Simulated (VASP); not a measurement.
# TiO2 (I4_1/amd) in VASP: notebook, part 2 of 2

VASP 6.6.1.

**5. Single point, PBE**

Input file INCAR:

```
SYSTEM = TiO2
PREC     = Accurate       ! precision mode
ENCUT    = 520            ! plane-wave cutoff, eV
EDIFF    = 1E-6           ! SCF threshold, eV
ISMEAR   = -1             ! smearing method
SIGMA    = 0.05           ! smearing width, eV
LREAL    = .False.        ! projectors in reciprocal space
LASPH    = .True.         ! aspherical terms in the spheres
NELM     = 60             ! most SCF steps
ALGO     = Normal         ! electronic algorithm
ISIF     = 2              ! what is computed and relaxed
LWAVE    = .False.        ! write WAVECAR
LCHARG   = .False.        ! write CHGCAR
GGA      = PE             ! functional
NBANDS   = 33             ! bands
```

Input file KPOINTS:

```
Automatic mesh
0
Gamma
  10 10 10
  0 0 0
```

Input file POSCAR:

```
TiO2
1.0
   -1.8996067933      1.8996067933      4.8485113900
    1.8996067933     -1.8996067933      4.8485113900
    1.8996067933      1.8996067933     -4.8485113900
Ti O
2 4
Direct
    0.7500000000      0.2500000000      0.5000000000
    0.0000000000      0.0000000000      0.0000000000
    0.7935048807      0.7935048807      0.0000000000
    0.5435048807      0.0435048807      0.5000000000
    0.9564951193      0.4564951193      0.5000000000
    0.2064951193      0.2064951193      0.0000000000
```

Potentials or basis: VASP PAW PBE potentials, release 64 (Ti_sv, O).

On the command line:

```sh
$ cat potpaw_PBE.64/Ti_sv/POTCAR potpaw_PBE.64/O/POTCAR > POTCAR
$ mpirun -np 1 vasp_std > vasp.out
```

OUTCAR:

```text
SYSTEM = TiO2
   PREC = Accurate
   ENCUT = 520
   EDIFF = 1E-6
   ISMEAR = -1
   LREAL = .False.
   LASPH = .True.
   NELM = 60
   ISIF = 2
   GGA = PE

 ion  position               nearest neighbor table
   1  0.750  0.250  0.500-   3 1.95   6 1.95   3 1.95   6 1.95   5 2.00   4 2.00
   2  0.000  0.000  0.000-   4 1.95   5 1.95   4 1.95   5 1.95   3 2.00   6 2.00
   3  0.794  0.794  0.000-   1 1.95   1 1.95   2 2.00
   4  0.544  0.044  0.500-   2 1.95   2 1.95   1 2.00
   5  0.956  0.456  0.500-   2 1.95   2 1.95   1 2.00
   6  0.206  0.206  0.000-   1 1.95   1 1.95   2 2.00
[... 1073 lines left out ...]
  -------------------------------------------------------------------------------------
  Total        0.2832338      0.2832338      0.3245936      0.0000000      0.0000000      0.0000000
  in kB        6.4842511      6.4842511      7.4311274      0.0000000      0.0000000      0.0000000
  external PRESSURE =       6.7998765 kB  Pullay stress =       0.0000000 kB

 VOLUME and BASIS-vectors are now :
 -----------------------------------------------------------------------------
  energy-cutoff  :      520.00
  volume of cell :       69.98
      direct lattice vectors                 reciprocal lattice vectors
    -1.899606793  1.899606793  4.848511390     0.000000000  0.263212367  0.103124435
     1.899606793 -1.899606793  4.848511390     0.263212367  0.000000000  0.103124435
     1.899606793  1.899606793 -4.848511390     0.263212367  0.263212367  0.000000000

 POSITION                                       TOTAL-FORCE (eV/Angst)
 -----------------------------------------------------------------------------------
      0.00000      1.89961      2.42426        -0.000000     -0.000000     -0.000000
      0.00000      0.00000      0.00000        -0.000000     -0.000000     -0.000000
      0.00000      0.00000      7.69463        -0.000000      0.000000     -0.019068
      0.00000      1.89961      0.42187         0.000000     -0.000000     -0.019068
     -0.00000      1.89961      4.42664         0.000000     -0.000000      0.019068
      0.00000      0.00000      2.00239        -0.000000      0.000000      0.019068
 -----------------------------------------------------------------------------------
    total drift:                                0.000000     -0.000000     -0.000000

  FREE ENERGIE OF THE ION-ELECTRON SYSTEM (eV)
  ---------------------------------------------------
  free  energy   TOTEN  =       -53.8647332112 eV

  energy  without entropy=      -53.8647332111  energy(sigma->0) =      -53.86473321
```

OSZICAR:

```text
N       E                     dE             d eps       ncg     rms          rms(c)
DAV:   1     0.656709078467E+03    0.65671E+03   -0.24178E+04  6732   0.168E+03
DAV:   2     0.292642495611E+02   -0.62744E+03   -0.57996E+03  7400   0.503E+02
DAV:   3    -0.663636899489E+02   -0.95628E+02   -0.94062E+02  9213   0.190E+02
DAV:   4    -0.711563489411E+02   -0.47927E+01   -0.47835E+01 10288   0.411E+01
DAV:   5    -0.713258255527E+02   -0.16948E+00   -0.16945E+00  8556   0.600E+00    0.314E+01
DAV:   6    -0.541136077710E+02    0.17212E+02   -0.80476E+01  9464   0.881E+01    0.113E+01
DAV:   7    -0.541316274948E+02   -0.18020E-01   -0.15508E+01  9030   0.333E+01    0.918E+00
DAV:   8    -0.539658973131E+02    0.16573E+00   -0.52381E-01  8683   0.605E+00    0.668E+00
DAV:   9    -0.539503196618E+02    0.15578E-01   -0.10123E+00  9446   0.114E+01    0.277E+00
DAV:  10    -0.538798293584E+02    0.70490E-01   -0.53394E-01  9232   0.703E+00    0.104E+00
DAV:  11    -0.538656601928E+02    0.14169E-01   -0.53050E-02  8844   0.166E+00    0.504E-01
DAV:  12    -0.538652300700E+02    0.43012E-03   -0.94265E-03  8123   0.108E+00    0.187E-01
DAV:  13    -0.538647462286E+02    0.48384E-03   -0.13468E-03  9294   0.370E-01    0.360E-02
DAV:  14    -0.538647280994E+02    0.18129E-04   -0.19171E-04  8855   0.142E-01    0.195E-02
DAV:  15    -0.538647328787E+02   -0.47793E-05   -0.65497E-05  8351   0.518E-02    0.696E-03
DAV:  16    -0.538647332112E+02   -0.33248E-06   -0.32014E-06  7337   0.118E-02
   1 F= -.53864733E+02 E0= -.53864733E+02  d E =-.335730E-10
```

stdout:

```text
POSCAR found type information on POSCAR TiO
 POSCAR found :  2 types and       6 ions
 scaLAPACK will be used
 LDA part: xc-table for (Slater+PW92), standard interpolation
 POSCAR, INCAR and KPOINTS ok, starting setup
 FFT: planning ... GRIDC
 FFT: planning ... GRID_SOFT
 FFT: planning ... GRID
 WAVECAR not read
 entering main loop
```

Wall time 15 min (1 thread of Intel Xeon 8259CL, shared host); peak memory 0.38 GiB.

What came out:

```
Free energy            : -53.8647 eV
Pressure               : 0.7 GPa
Largest force          : 0.019 eV/Å
Band gap on the k mesh : 2.11 eV (least direct gap 2.41 eV)
```

Forces on the atoms (eV/Å):
```
Ti   0.000  0.000  0.000
Ti   0.000  0.000  0.000
O    0.000  0.000 -0.019
O    0.000  0.000 -0.019
O    0.000  0.000  0.019
O    0.000  0.000  0.019
```

Levels at points of the mesh, in eV from the valence-band top:
| k point | band 20 | band 21 | band 22 | band 23 | band 24 | band 25 | band 26 | band 27 | band 28 | band 29 |
| --- | --- | --- | --- | --- | --- | --- | --- | --- | --- | --- |
| (0.00, 0.00, 0.00) | -0.79 | -0.79 | -0.78 | -0.41 | -0.41 | 2.11 | 2.78 | 3.97 | 3.97 | 3.97 |
| (0.50, 0.00, 0.00) | -1.90 | -1.88 | -0.87 | -0.84 | -0.63 | 3.19 | 3.46 | 3.51 | 3.53 | 4.20 |
| (0.50, 0.50, 0.00) | -2.56 | -1.97 | -1.97 | -0.04 | -0.04 | 3.21 | 3.21 | 3.69 | 3.69 | 4.77 |
| (0.50, 0.50, 0.50) | -1.33 | -1.23 | -1.23 | -0.09 | -0.09 | 2.43 | 2.43 | 3.70 | 3.70 | 4.26 |

A k mesh can miss the band edges. As with any semilocal functional, this PBE gap is likely too small.

**6. The runs side by side**

```tsv
level	cell	gap on the mesh (eV)	pressure (GPa)	largest force (eV/Å)
PBE	a = 5.541 Å, angles 139.9, 139.9, 58.0°, 6 atoms, atomic positions A	2.11	0.6	0.01
PBEsol	a = 5.434 Å, angles 139.5, 139.5, 58.7°, 6 atoms, atomic positions B	2.08	2.7	0.02
PBEsol	a = 5.469 Å, angles 139.7, 139.7, 58.3°, 6 atoms, atomic positions A	2.10	0.7	0.02
PBE	a = 5.543 Å, angles 139.9, 139.9, 58.0°, 6 atoms, atomic positions A	2.11	0.7	0.02
```

Alike in all rows: task single point; potentials or basis VASP PAW PBE potentials, release 64 (Ti_sv, O); no spin polarisation; k mesh 10 × 10 × 10; cutoff (eV) 520; smearing fermi-dirac 0.05 eV.

Caveats: the PAW data sets were made with another functional, which shifts forces and pressure a little (at least some runs).

Total energies depend on the potentials used, so only differences within one code and one set of settings carry meaning.
